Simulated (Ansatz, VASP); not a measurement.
# Two plane-wave programs on Na

Contents of INCAR:

```
SYSTEM = Na
PREC     = Accurate       ! precision mode
ENCUT    = 520            ! plane-wave cutoff, eV
EDIFF    = 1E-7           ! SCF threshold, eV
ISMEAR   = 0              ! smearing method
SIGMA    = 0.15           ! smearing width, eV
LREAL    = .FALSE.        ! projectors in reciprocal space
LASPH    = .TRUE.         ! aspherical terms in the spheres
NELM     = 60             ! most SCF steps
ALGO     = Fast           ! electronic algorithm
ISIF     = 2              ! what is computed and relaxed
LWAVE    = .FALSE.        ! write WAVECAR
LCHARG   = .TRUE.         ! write CHGCAR
GGA      = CA             ! functional
LELF     = .TRUE.         ! ELF
LVHAR    = .TRUE.       
NBANDS   = 14             ! bands
```

KPOINTS

```
Automatic mesh
0
G
  15 15 8
  0 0 0
```

Contents of POSCAR:

```
Na
1.0
    3.7658190936      0.0000000000      0.0000000000
   -1.8829095468      3.2612950011      0.0000000000
    0.0000000000      0.0000000000      5.8981745703
Na
2
Direct
    0.2044455700      0.6666666667      0.2500000000
    0.7955544300      0.3333333333      0.7500000000
```

Input for Ansatz:

```yaml
crystal:
  lattice:
    - [3.7658190936, 0.0, 0.0]
    - [-1.8829095468, 3.2612950011, 0.0]
    - [0.0, 0.0, 5.8981745703]
  atoms:
    - { symbol: Na, position: [0.20444557, 0.6666666667, 0.25] }
    - { symbol: Na, position: [0.79555443, 0.3333333333, 0.75] }
basis:
  ecutwfc: 520.0
kpoints:
  mp_grid: { grid: [15, 15, 8] }
hamiltonian:
  xc: lda
  pseudopotentials: { kind: paw }
scf:
  occupations: { method: gaussian, width: 0.15 }
output:
  forces: true
  stress: true
  eigenvalues: true
```

Change from the starting cell: mode 4 frozen in at -0.467 Å, equal normal strain along x and y +0.0400.

Alike in both runs: task single point; functional LDA; k mesh 15 × 15 × 8; occupations gaussian, width 0.15 eV; no spin polarisation.

```csv
,VASP,Ansatz
version,VASP 6.6.1,Ansatz 0.2.0
potentials or method,"VASP PAW LDA potentials, release 64 (Na_pv), cutoff 520 eV","scalar-relativistic, plane waves, PAW"
valence electrons in the cell,14,18
```

Ansatz gave:

* gap on the k mesh at the Fermi level (eV): none
* pressure (GPa): -0.5
* traceless stress, the component that is largest in VASP (GPa): 0.84
* rms of the force components (eV/Å): 0.079

Task: Which values does VASP return?

Result: gap on the k mesh at the Fermi level (eV): none; pressure (GPa): -0.4; traceless stress, the component that is largest in VASP (GPa): 0.84; rms of the force components (eV/Å): 0.079.

LDA's correlation is that of Perdew and Zunger in VASP and of Perdew and Wang (1992) in Ansatz. Atom by atom the forces differ by 0.000 eV/Å (rms over components). A gap of «none» marks a metal or a gap that the smearing closes. VASP's potentials hold 14 valence electrons a cell and Ansatz's 18, so a difference there can come from the potentials and not from the codes.
